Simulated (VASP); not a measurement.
Here is a VASP 6.6.1 calculation.

Contents of INCAR:

```
SYSTEM = Si2Ni
ALGO = Normal
EDIFF = 1E-7
ENCUT = 520
GGA = PS
ISIF = 2
ISMEAR = 0
LASPH = .True.
LCHARG = .False.
LREAL = .False.
LWAVE = .False.
NBANDS = 37
NELM = 100
PREC = Accurate
SIGMA = 0.15
```

File KPOINTS:

```
k-points
0
Gamma
  14 14 5
  0 0 0
```

The input POSCAR:

```
Si2Ni
1.0
    2.6957048483     -2.6957048483      0.0000000000
    2.6957048483      0.0000000000     -2.6957048483
    5.2182046157      5.2182046157      5.2182046157
Si Ni
6 3
Direct
    0.6666666667      0.6666666667      0.4305140808
    1.0000000000      0.0000000000      0.0861165921
    0.3333333333      0.3333333333      0.7749115696
    0.6666666667      0.6666666667      0.9471103140
    1.0000000000      0.0000000000      0.6027128252
    0.3333333333      0.3333333333      0.2583153364
    0.3333333333      0.3333333333      0.5166134530
    0.6666666667      0.6666666667      0.1722159643
    1.0000000000      0.0000000000      0.8610109418
```

Potentials or basis: VASP PAW PBE potentials, release 64 (Si, Ni).

Launch:

```console
$ cat potpaw_PBE.64/Si/POTCAR potpaw_PBE.64/Ni/POTCAR > POTCAR
$ mpirun -np 1 vasp_std > vasp.out
```

(1) Predict the band gap on the k mesh.

(2) Predict the largest force.

(3) Predict the pressure.

Results:

(1) zero (band 27 reaches 12.42 eV, above the bottom of band 28 at 10.56 eV).

(2) 3.455 eV/Å.

(3) 8.7 GPa.

Caveat: the PAW data sets were made with another functional, which shifts forces and pressure a little.
